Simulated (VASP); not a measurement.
A run of VASP 6.6.1:

Contents of INCAR:

```
SYSTEM = Rb
ALGO = Normal
EDIFF = 1E-6
ENCUT = 520
GGA = PS
ISIF = 2
ISMEAR = 0
LASPH = .TRUE.
LCHARG = .TRUE.
LELF = .TRUE.
LREAL = .FALSE.
LVHAR = .TRUE.
LWAVE = .FALSE.
NBANDS = 10
NELM = 80
PREC = Accurate
SIGMA = 0.15
```

KPOINTS

```
k-points
0
G
  12 12 12
  0 0 0
```

File POSCAR:

```
Rb
1.0
   -2.5815200000      2.5815200000      2.6937600000
    2.5815200000     -2.5815200000      2.6937600000
    2.5815200000      2.5815200000     -2.6937600000
Rb
1
Direct
    0.0000000000      0.0000000000      0.0000000000
```

Potentials or basis: VASP PAW PBE potentials, release 64 (Rb_sv).

The run is started by

```console
$ cat potpaw_PBE.64/Rb_sv/POTCAR > POTCAR
$ mpirun -np 1 vasp_std > vasp.out
```

Hardware: 1 thread of Intel(R) Xeon(R) Platinum 8375C CPU @ 2.90GHz (Ice Lake), on a shared host.

**Question.** Estimate the wall time of this run.

**Answer.** Run time: 75 s on 1 thread of Intel(R) Xeon(R) Platinum 8375C CPU @ 2.90GHz (Ice Lake), with other jobs on the host, peak memory 0.26 GiB. Counts: scf iterations 10, k points 163.
